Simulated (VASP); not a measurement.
Runs of VASP 6.6.1 on Ti. The structure is that of space group Pm-3m (No. 221), or close to it. The cells are those of the table. 

```csv
task,cell,k mesh,cutoff (eV),gap on the mesh (eV),pressure (GPa)
single point,"a = 2.631 Å, 1 atom",13 × 13 × 13,520,none,0.1
relaxation of cell and atoms,"relaxed from a = 2.672 Å, 1 atom",12 × 12 × 12,600,none,0.0
single point,"a = 2.631 Å, 1 atom",12 × 12 × 12,520,none,0.4
single point,"a = 2.666 Å, 1 atom",13 × 13 × 13,520,none,-2.8
single point,"a = 2.700 Å, 1 atom",13 × 13 × 13,520,none,(b)
single point,"a = 2.559 Å, 1 atom",13 × 13 × 13,520,none,(a)
single point,"a = 2.733 Å, 1 atom",13 × 13 × 13,520,none,-7.4
single point,"a = 2.631 Å, 1 atom",6 × 6 × 6,550,none,0.0
```

Alike in all rows: level r2SCAN; potentials or basis VASP PAW PBE potentials, release 64 (Ti_sv); no spin polarisation; smearing fermi-dirac 0.1 eV.

Problem. Fill in the values left out.

Solution. (a) 7.9; (b) -5.3.

Caveats: some runs use coarse meshes; the PAW data sets were made with another functional, which shifts forces and pressure a little.

A gap of «none» marks levels without a gap at the run's occupations.
